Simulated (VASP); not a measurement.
# Si2C (P6_3/mmc) in VASP: a series of runs, part 2 of 2

VASP 6.6.1. Earlier steps stand in the parts before.

### 4 Relaxation of cell and atoms, PBE

This run uses another cell than the first one, of 11.86 Å³/atom, 1.085 times its volume.

The input, INCAR:

```
SYSTEM = Si2C
  PREC = Accurate
  ENCUT = 600
  EDIFF = 1E-6
  ISMEAR = 0
  SIGMA = 0.1
  LREAL = .FALSE.
  LASPH = .TRUE.
  NELM = 80
  ALGO = Normal
  ISIF = 3
  LWAVE = .FALSE.
  LCHARG = .FALSE.
  GGA = PE
  IBRION = 2
  NSW = 90
  EDIFFG = -0.04
```

The input, KPOINTS:

```
regular mesh
0
G
  6 6 2
  0 0 0
```

The input, POSCAR:

```
Si2C
1.0
    2.7517682300      0.0000000000      0.0000000000
   -1.3758841100      2.3831011900      0.0000000000
    0.0000000000      0.0000000000     10.8481614500
Si C
4 2
Direct
    0.3333333300      0.6666666700      0.6209999900
    0.6666666700      0.3333333300      0.1209999900
    0.3333333300      0.6666666700      0.8790000100
    0.6666666700      0.3333333300      0.3790000100
    0.3333333300      0.6666666700      0.2500000000
    0.6666666700      0.3333333300      0.7500000000
```

Potentials or basis: VASP PAW PBE potentials, release 64 (Si, C).

Launch:

```bash
> cat potpaw_PBE.64/Si/POTCAR potpaw_PBE.64/C/POTCAR > POTCAR
> mpirun -np 1 vasp_std > vasp.out
```

OUTCAR:

```text
SYSTEM = Si2C
   PREC = Accurate
   ENCUT = 600
   EDIFF = 1E-6
   ISMEAR = 0
   LREAL = .FALSE.
   LASPH = .TRUE.
   NELM = 80
   ISIF = 3
   GGA = PE
   IBRION = 2
   NSW = 90
   EDIFFG = -0.04

 ion  position               nearest neighbor table
   1  0.333  0.667  0.621-   6 2.12   6 2.12   6 2.12   3 2.80   4 3.07   4 3.07   4 3.07
   2  0.667  0.333  0.121-   5 2.12   5 2.12   5 2.12   4 2.80   3 3.07   3 3.07   3 3.07
   3  0.333  0.667  0.879-   6 2.12   6 2.12   6 2.12   1 2.80   2 3.07   2 3.07   2 3.07
   4  0.667  0.333  0.379-   5 2.12   5 2.12   5 2.12   2 2.80   1 3.07   1 3.07   1 3.07
   5  0.333  0.667  0.250-   2 2.12   4 2.12   2 2.12   4 2.12   2 2.12   4 2.12
   6  0.667  0.333  0.750-   1 2.12   3 2.12   1 2.12   3 2.12   1 2.12   3 2.12

  LATTYP: Found a hexagonal cell.
 ALAT       =     2.7517682300
 C/A-ratio  =     3.9422511430

  Lattice vectors:

 A1 = (   2.7517682300,   0.0000000000,   0.0000000000)
 A2 = (  -1.3758841100,   2.3831011900,   0.0000000000)
 A3 = (   0.0000000000,   0.0000000000,  10.8481614500)

Analysis of symmetry for initial positions (statically):
=====================================================================
 Subroutine PRICEL returns:
 Original cell was already a primitive cell.

 Routine SETGRP: Setting up the symmetry group for a
 hexagonal supercell.

 Subroutine GETGRP returns: Found 24 space group operations
 (whereof 12 operations were pure point group operations)
 out of a pool of 24 trial point group operations.

The static configuration has the point symmetry D_3d.
 The point group associated with its full space group is D_6h.

Analysis of symmetry for dynamics (positions and initial velocities):
=====================================================================
 Subroutine PRICEL returns:
 Original cell was already a primitive cell.

 Routine SETGRP: Setting up the symmetry group for a
 hexagonal supercell.

 Subroutine GETGRP returns: Found 24 space group operations
 (whereof 12 operations were pure point group operations)
[... 139 lines left out ...]

--------------------------------------- Ionic step        1  -------------------------------------------

 number of electron      24.0000001 magnetization

 Free energy of the ion-electron system (eV)
  ---------------------------------------------------
  ext. energy  EPLUGINS =         0.00000000
  ---------------------------------------------------
  free energy    TOTEN  =       -33.75270770 eV

  energy without entropy =      -33.74058857  energy(sigma->0) =      -33.74664813

------------------------ aborting loop because EDIFF is reached ----------------------------------------

  FORCE on cell =-STRESS in cart. coord.  units (eV):
  Direction    XX          YY          ZZ          XY          YZ          ZX
  --------------------------------------------------------------------------------------
  -------------------------------------------------------------------------------------
  Total        1.1136098      1.1136098     -8.2267215      0.0000000      0.0000000      0.0000000
  in kB       25.0803244     25.0803244   -185.2793000      0.0000001      0.0000000      0.0000000
  external PRESSURE =     -45.0395504 kB  Pullay stress =       0.0000000 kB
[... 101 lines left out ...]
  FREE ENERGIE OF THE ION-ELECTRON SYSTEM (eV)
  ---------------------------------------------------
  free  energy   TOTEN  =       -30.5550164326 eV

  energy  without entropy=      -30.5317796367  energy(sigma->0) =      -30.54339803

 E-fermi :   9.8143     XC(G=0): -11.3336

 val. band max:        9.7407490954   @ k =   0.3333   0.0000   0.0000
 cond. band min:       9.8303234402   @ k =   0.5000   0.0000   0.5000
 fundamental gap:      0.0895743448
 Fermi energy:         9.8142525238

 k-point     1 :       0.0000    0.0000    0.0000
  band No.  band energies     occupation
      1      -7.1963      2.00000
      2      -6.8976      2.00000
      3      -2.5570      2.00000
      4      -0.2688      2.00000
      5       1.2584      2.00000
      6       6.5304      2.00000
[... 243 lines left out ...]
      3      -0.3005      2.00000
      4      -0.3005      2.00000
      5       2.1689      2.00000
      6       2.1689      2.00000
[... 8 lines left out ...]
     15      11.6389      0.00000
     16      11.6389      0.00000

[... ionic steps 4 to 24 ...]

--------------------------------------- Ionic step       25  -------------------------------------------

 number of electron      24.0000002 magnetization

------------------------ aborting loop because EDIFF is reached ----------------------------------------
[... 75 lines left out ...]
--------------------------------------- Ionic step       27  -------------------------------------------

 number of electron      24.0000002 magnetization

 Free energy of the ion-electron system (eV)
  ---------------------------------------------------
  ext. energy  EPLUGINS =         0.00000000
  ---------------------------------------------------
  free energy    TOTEN  =       -36.07224910 eV

  energy without entropy =      -36.05058418  energy(sigma->0) =      -36.06141664

 E-fermi :  10.6780     XC(G=0): -11.7433

 val. band max:       10.6744039923   @ k =   0.1667   0.1667   0.5000
 cond. band min:      10.9851534686   @ k =   0.3333   0.3333   0.0000
 fundamental gap:      0.3107494763
 Fermi energy:        10.6779865503

 k-point     1 :       0.0000    0.0000    0.0000
  band No.  band energies     occupation
      1      -6.2402      2.00000
      2      -5.5409      2.00000
      3      -2.4152      2.00000
      4       1.5492      2.00000
      5       1.6640      2.00000
      6       8.3177      2.00000
[... 288 lines left out ...]
  FREE ENERGIE OF THE ION-ELECTRON SYSTEM (eV)
  ---------------------------------------------------
  free  energy   TOTEN  =       -36.0722491018 eV

  energy  without entropy=      -36.0505841762  energy(sigma->0) =      -36.06141664

 reached required accuracy - stopping structural energy minimisation
```

OSZICAR:

```text
N       E                     dE             d eps       ncg     rms          rms(c)
DAV:   1     0.708774077313E+02    0.70877E+02   -0.11798E+04   448   0.148E+03
DAV:   2    -0.319493984931E+02   -0.10283E+03   -0.10093E+03   624   0.208E+02
DAV:   3    -0.369869362793E+02   -0.50375E+01   -0.50006E+01   608   0.476E+01
DAV:   4    -0.370442430716E+02   -0.57307E-01   -0.57261E-01   560   0.549E+00
[... 239 lines left out ...]
       N       E                     dE             d eps       ncg     rms          rms(c)
DAV:   1    -0.360722547850E+02   -0.17484E-03   -0.13929E-03   504   0.257E-01    0.188E-02
DAV:   2    -0.360722521807E+02    0.26044E-05   -0.63704E-05   528   0.609E-02    0.103E-02
DAV:   3    -0.360722493486E+02    0.28321E-05   -0.12412E-05   568   0.212E-02    0.362E-03
DAV:   4    -0.360722491018E+02    0.24676E-06   -0.13973E-06   232   0.850E-03
  27 F= -.36072249E+02 E0= -.36061417E+02  d E =-.169616E-03
```

It took 6.4 min on 1 thread of Intel Xeon 6975P-C, shared host; peak memory 0.22 GiB.

What came out:

```yaml
Free_energy: -36.0722 eV
Relaxed_volume: 10.93 Å³/atom
Relaxed_cell: a = 2.932 Å, b = 2.932 Å, c = 8.811 Å, α = 90.00°, β = 90.00°, γ = 120.00°
Space_group_after_relaxing_to_0.05_Å: P6_3/mmc (No. 194)
Energy_gained_by_relaxing: 386.6 meV/atom
Ionic_steps: 27
Pressure_after_relaxing: 0.0 GPa
Largest_force_after_relaxing: 0.010 eV/Å
Band_gap_on_the_k_mesh: zero (band 12 reaches 15.07 eV, above the bottom of band 13 at 7.85 eV)
```

Forces on the atoms (eV/Å):
```
Si   0.000  0.000  0.010
Si   0.000  0.000  0.010
Si   0.000  0.000 -0.010
Si   0.000  0.000 -0.010
C    0.000  0.000  0.000
C    0.000  0.000  0.000
```

Stress tensor (GPa, compression positive):
```
-0.11  0.00  0.00
 0.00 -0.11  0.00
 0.00  0.00  0.35
```

The path:
| step | energy change (eV) | largest force (eV/Å) | pressure (GPa) | volume (Å³) |
| --- | --- | --- | --- | --- |
| 1 | 0.0000 | 1.6759 | -4.50 | 71.14 |
| 2 | -1.2441 | 0.6713 | 7.20 | 67.63 |
| 3 | 3.1977 | 12.3471 | 54.98 | 61.45 |
| 4 | -1.3178 | 0.2839 | 7.84 | 67.08 |
| 5 | -0.5421 | 4.9297 | 27.31 | 64.07 |
| 6 | -1.3792 | 0.4065 | 10.32 | 66.54 |
| 7 | -1.3845 | 3.1378 | 9.90 | 68.90 |
| 8 | -1.5635 | 1.7301 | 9.93 | 67.77 |
| 9 | -1.8214 | 0.4973 | -1.96 | 72.26 |
| 10 | -1.8216 | 0.4699 | -2.23 | 72.38 |
| 11 | -1.8509 | 0.2572 | -2.12 | 71.53 |
| 12 | -1.8866 | 0.1548 | -1.85 | 69.54 |
| 13 | -1.9005 | 0.1092 | -1.58 | 69.19 |
| 14 | -1.9570 | 0.1695 | -1.12 | 68.14 |
| 15 | -2.0864 | 0.2710 | 1.11 | 66.07 |
| 16 | -2.1745 | 0.1975 | 9.11 | 62.01 |
| 17 | -2.1762 | 0.3314 | 6.61 | 62.98 |
| 18 | -2.1789 | 0.2628 | 7.71 | 62.53 |
| 19 | -2.2125 | 0.0744 | 8.65 | 62.17 |
| 20 | -2.2149 | 0.0146 | 9.08 | 62.05 |
| 21 | -2.2548 | 0.0137 | 6.95 | 62.78 |
| 22 | -2.3158 | 0.1383 | 1.17 | 64.98 |
| 23 | -2.3181 | 0.1670 | 0.01 | 65.49 |
| 24 | -2.3181 | 0.1708 | -0.15 | 65.56 |
| 25 | -2.3191 | 0.0850 | -0.02 | 65.57 |
| 26 | -2.3194 | 0.0199 | 0.08 | 65.58 |
| 27 | -2.3195 | 0.0103 | 0.04 | 65.60 |

Final structure:
```xyz
6
Lattice="2.9319 0.0000 0.0000 -1.4659 2.5391 0.0000 0.0000 0.0000 8.8114" Properties=species:S:1:pos:R:3 pbc="T T T"
Si    0.0000    1.6927    5.3999
Si    1.4659    0.8464    0.9942
Si    0.0000    1.6927    7.8173
Si    1.4659    0.8464    3.4116
C     0.0000    1.6927    2.2029
C     1.4659    0.8464    6.6086
```

Caveat: the k points lie up to 0.41 Å⁻¹ apart in the final cell.

### 5 Single point, PBE, collinear spin, ferromagnetic start

The input, INCAR:

```
  PREC = Accurate
  ENCUT = 520
  EDIFF = 1E-6
  ISMEAR = 0
  SIGMA = 0.1
  LREAL = F
  LASPH = T
  NELM = 150
  ALGO = Normal
  ISIF = 2
  LWAVE = F
  LCHARG = F
  ISPIN = 2
  MAGMOM = 0 0 0 0 1 1
  LORBIT = 11
  GGA = PE
  NBANDS = 25
```

The input, KPOINTS:

```
Automatic mesh
0
Gamma
  6 6 2
```

The input, POSCAR:

```
Si2C
1.0
    2.9306235838      0.0000000000      0.0000000000
   -1.4653117919      2.5379944725      0.0000000000
    0.0000000000      0.0000000000      8.8170599437
Si C
4 2
Direct
    0.3333333333      0.6666666667      0.6128447851
    0.6666666667      0.3333333333      0.1128447851
    0.3333333333      0.6666666667      0.8871552149
    0.6666666667      0.3333333333      0.3871552149
    0.3333333333      0.6666666667      0.2500000000
    0.6666666667      0.3333333333      0.7500000000
```

Potentials or basis: VASP PAW PBE potentials, release 64 (Si, C).

Launch:

```bash
> cat potpaw_PBE.64/Si/POTCAR potpaw_PBE.64/C/POTCAR > POTCAR
> mpirun -np 1 vasp_std > vasp.out
```

OUTCAR:

```text
PREC = Accurate
   ENCUT = 520
   EDIFF = 1E-6
   ISMEAR = 0
   LREAL = F
   LASPH = T
   NELM = 150
   ISIF = 2
   ISPIN = 2
   LORBIT = 11
   GGA = PE

 ion  position               nearest neighbor table
   1  0.333  0.667  0.613-   6 2.08   6 2.08   6 2.08   3 2.42   4 2.61   4 2.61   4 2.61
   2  0.667  0.333  0.113-   5 2.08   5 2.08   5 2.08   4 2.42   3 2.61   3 2.61   3 2.61
   3  0.333  0.667  0.887-   6 2.08   6 2.08   6 2.08   1 2.42   2 2.61   2 2.61   2 2.61
   4  0.667  0.333  0.387-   5 2.08   5 2.08   5 2.08   2 2.42   1 2.61   1 2.61   1 2.61
   5  0.333  0.667  0.250-   2 2.08   4 2.08   2 2.08   4 2.08   2 2.08   4 2.08
   6  0.667  0.333  0.750-   1 2.08   3 2.08   1 2.08   3 2.08   1 2.08   3 2.08

  LATTYP: Found a hexagonal cell.
 ALAT       =     2.9306235838
 C/A-ratio  =     3.0085951647

  Lattice vectors:

 A1 = (   2.9306235838,   0.0000000000,   0.0000000000)
 A2 = (  -1.4653117919,   2.5379944725,   0.0000000000)
 A3 = (   0.0000000000,   0.0000000000,   8.8170599437)

Analysis of symmetry for initial positions (statically):
=====================================================================
 Subroutine PRICEL returns:
 Original cell was already a primitive cell.

 Routine SETGRP: Setting up the symmetry group for a
 hexagonal supercell.

 Subroutine GETGRP returns: Found 24 space group operations
 (whereof 12 operations were pure point group operations)
 out of a pool of 24 trial point group operations.

The static configuration has the point symmetry D_3d.
 The point group associated with its full space group is D_6h.

Analysis of symmetry for dynamics (positions and initial velocities):
=====================================================================
 Subroutine PRICEL returns:
 Original cell was already a primitive cell.

 Routine SETGRP: Setting up the symmetry group for a
 hexagonal supercell.

 Subroutine GETGRP returns: Found 24 space group operations
 (whereof 12 operations were pure point group operations)
[... 172 lines left out ...]

 k-point     1 :       0.0000    0.0000    0.0000
  band No.  band energies     occupation
      1      -6.2394      1.00000
      2      -5.5418      1.00000
      3      -2.4161      1.00000
      4       1.5399      1.00000
      5       1.6600      1.00000
      6       8.3055      1.00000
[... 367 lines left out ...]
     23      21.3107      0.00000
     24      21.3119      0.00000
 Fermi energy:        10.6840077867

 spin component 2

 k-point     1 :       0.0000    0.0000    0.0000
  band No.  band energies     occupation
      1      -6.2392      1.00000
      2      -5.5417      1.00000
      3      -2.4158      1.00000
      4       1.5401      1.00000
      5       1.6603      1.00000
      6       8.3056      1.00000
[... 367 lines left out ...]
     23      21.3110      0.00000
     24      21.3715      0.00000
 [bands above 24 left out]

------------------------ aborting loop because EDIFF is reached ----------------------------------------

  FORCE on cell =-STRESS in cart. coord.  units (eV):
  Direction    XX          YY          ZZ          XY          YZ          ZX
  --------------------------------------------------------------------------------------
  -------------------------------------------------------------------------------------
  Total        0.0769686      0.0769686     -0.0410508      0.0000000      0.0000000      0.0000000
  in kB        1.8803968      1.8803968     -1.0029004      0.0000000      0.0000000      0.0000000
  external PRESSURE =       0.9192977 kB  Pullay stress =       0.0000000 kB

 VOLUME and BASIS-vectors are now :
 -----------------------------------------------------------------------------
  energy-cutoff  :      520.00
  volume of cell :       65.58
      direct lattice vectors                 reciprocal lattice vectors
     2.930623584  0.000000000  0.000000000     0.341224307  0.197005945  0.000000000
    -1.465311792  2.537994472  0.000000000     0.000000000  0.394011890  0.000000000
     0.000000000  0.000000000  8.817059944     0.000000000  0.000000000  0.113416491

 POSITION                                       TOTAL-FORCE (eV/Angst)
 -----------------------------------------------------------------------------------
     -0.00000      1.69200      5.40349         0.000000     -0.000000      0.016516
      1.46531      0.84600      0.99496        -0.000000      0.000000      0.016516
     -0.00000      1.69200      7.82210         0.000000     -0.000000     -0.016516
      1.46531      0.84600      3.41357        -0.000000      0.000000     -0.016516
     -0.00000      1.69200      2.20426        -0.000000      0.000000     -0.000000
      1.46531      0.84600      6.61279         0.000000     -0.000000     -0.000000
 -----------------------------------------------------------------------------------
    total drift:                               -0.000000      0.000000     -0.000000

  FREE ENERGIE OF THE ION-ELECTRON SYSTEM (eV)
  ---------------------------------------------------
  free  energy   TOTEN  =       -36.0677362952 eV

  energy  without entropy=      -36.0462254029  energy(sigma->0) =      -36.05698085

 total charge

# of ion       s       p       d       tot
------------------------------------------
    1        0.777   0.781   0.000   1.559
    2        0.777   0.781   0.000   1.559
    3        0.777   0.781   0.000   1.559
    4        0.777   0.781   0.000   1.559
    5        0.846   1.556   0.000   2.403
    6        0.846   1.556   0.000   2.403
--------------------------------------------------
tot          4.803   6.237   0.000  11.040

 magnetization (x)

# of ion       s       p       d       tot
------------------------------------------
    1        0.000   0.000   0.000   0.000
    2        0.000   0.000   0.000   0.000
    3        0.000   0.000   0.000   0.000
    4        0.000   0.000   0.000   0.000
    5       -0.000  -0.000   0.000  -0.000
    6       -0.000  -0.000   0.000  -0.000
--------------------------------------------------
tot          0.000   0.000   0.000   0.000
```

Run time: 62 s. Hardware: 1 thread of Intel Xeon 6975P-C, shared host; peak memory 0.22 GiB.

What came out:

```yaml
Free_energy: -36.0677 eV
Pressure: 0.1 GPa
Largest_force: 0.017 eV/Å
Band_gap_on_the_k_mesh: zero (filled and empty bands overlap)
Net_moment: 0.00 μB per cell
Valence_electrons_inside_the_program's_atomic_spheres: Si 1.56; C 2.40
```

Forces on the atoms (eV/Å):
```
Si   0.000  0.000  0.017
Si   0.000  0.000  0.017
Si   0.000  0.000 -0.017
Si   0.000  0.000 -0.017
C    0.000  0.000  0.000
C    0.000  0.000  0.000
```

Stress tensor (GPa, compression positive):
```
 0.19  0.00  0.00
 0.00  0.19  0.00
 0.00  0.00 -0.10
```

Caveat: the k points lie up to 0.41 Å⁻¹ apart.

### 6 Single point, PBE

This run uses another cell than the first one, of 10.90 Å³/atom, 0.998 times its volume.

The input, INCAR:

```
  PREC = Accurate
  ENCUT = 520
  EDIFF = 1E-6
  ISMEAR = 0
  SIGMA = 0.1
  LREAL = False
  LASPH = True
  NELM = 60
  ALGO = Normal
  ISIF = 2
  LWAVE = False
  LCHARG = False
  GGA = PE
  NBANDS = 21
```

The input, KPOINTS:

```
Automatic mesh
0
Gamma
  12 12 4
```

The input, POSCAR:

```
Si2C
1.0
    2.9231748960      0.0000000000      0.0000000000
   -1.4615874480      2.5315437196      0.0000000000
    0.0000000000      0.0000000000      8.8415960315
Si C
4 2
Direct
    0.3333333333      0.6666666667      0.6131577311
    0.6666666667      0.3333333333      0.1131577311
    0.3333333333      0.6666666667      0.8868422689
    0.6666666667      0.3333333333      0.3868422689
    0.3333333333      0.6666666667      0.2500000000
    0.6666666667      0.3333333333      0.7500000000
```

Potentials or basis: VASP PAW PBE potentials, release 64 (Si, C).

Launch:

```bash
> cat potpaw_PBE.64/Si/POTCAR potpaw_PBE.64/C/POTCAR > POTCAR
> mpirun -np 1 vasp_std > vasp.out
```

It took 74 s on 1 thread of Intel Xeon 6975P-C, shared host; peak memory 0.22 GiB.

Results (log left out):

| Quantity | Value |
| --- | --- |
| Free energy | -36.2005 eV |
| Pressure | 0.0 GPa |
| Largest force | 0.023 eV/Å |
| Band gap on the k mesh | zero (band 12 reaches 15.26 eV, above the bottom of band 13 at 7.85 eV) |

Forces in eV/Å, atoms in the order of the input:
```
Si   0.000  0.000  0.023
Si   0.000  0.000  0.023
Si   0.000  0.000 -0.023
Si   0.000  0.000 -0.023
C    0.000  0.000  0.000
C    0.000  0.000  0.000
```

Stress tensor (GPa, compression positive):
```
 0.10  0.00  0.00
 0.00  0.10  0.00
 0.00  0.00 -0.18
```

Levels at points of the mesh, in eV from the Fermi level:
| k point | band 10 | band 11 | band 12 | band 13 | band 14 | band 15 |
| --- | --- | --- | --- | --- | --- | --- |
| (0.00, 0.00, 0.00) | -1.34 | 0.13 | 4.11 | 4.31 | 5.36 | 5.75 |
| (0.50, 0.00, 0.00) | -3.64 | -3.51 | -3.47 | 1.28 | 1.49 | 1.75 |
| (0.00, 0.00, 0.50) | -1.40 | 3.23 | 3.23 | 4.30 | 4.30 | 5.73 |
| (0.50, 0.00, 0.50) | -3.64 | -2.17 | -2.17 | 0.46 | 0.46 | 2.25 |

### 7 Overview

```csv
task,spin,cell,k mesh,cutoff (eV),gap on the mesh (eV),pressure (GPa),largest force (eV/Å)
single point,off,"a = 2.931, b = 2.931, c = 8.817 Å, angles 90.0, 90.0, 120.0°, 6 atoms",6 × 6 × 2,520,none,0.1,0.02
single point,off,"a = 2.752, b = 2.752, c = 10.848 Å, angles 90.0, 90.0, 120.0°, 6 atoms",6 × 6 × 2,520,none,-4.5,1.67
relaxation of cell and atoms,off,"relaxed from a = 2.752, b = 2.752, c = 10.848 Å, angles 90.0, 90.0, 120.0°, 6 atoms",6 × 6 × 2,600,none,0.0,0.01
single point,"collinear, ferromagnetic start","a = 2.931, b = 2.931, c = 8.817 Å, angles 90.0, 90.0, 120.0°, 6 atoms",6 × 6 × 2,520,none,0.1,0.02
single point,off,"a = 2.923, b = 2.923, c = 8.842 Å, angles 90.0, 90.0, 120.0°, 6 atoms",12 × 12 × 4,520,none,0.0,0.02
```

Alike in all rows: level PBE; potentials or basis VASP PAW PBE potentials, release 64 (Si, C); smearing gaussian 0.1 eV.

Caveats: some runs use coarse meshes; forces of over 1 eV/Å act on the atoms, so gaps and moduli don't describe the material at rest (some runs).

Total energies depend on the potentials used, so only differences within one code and one set of settings carry meaning.
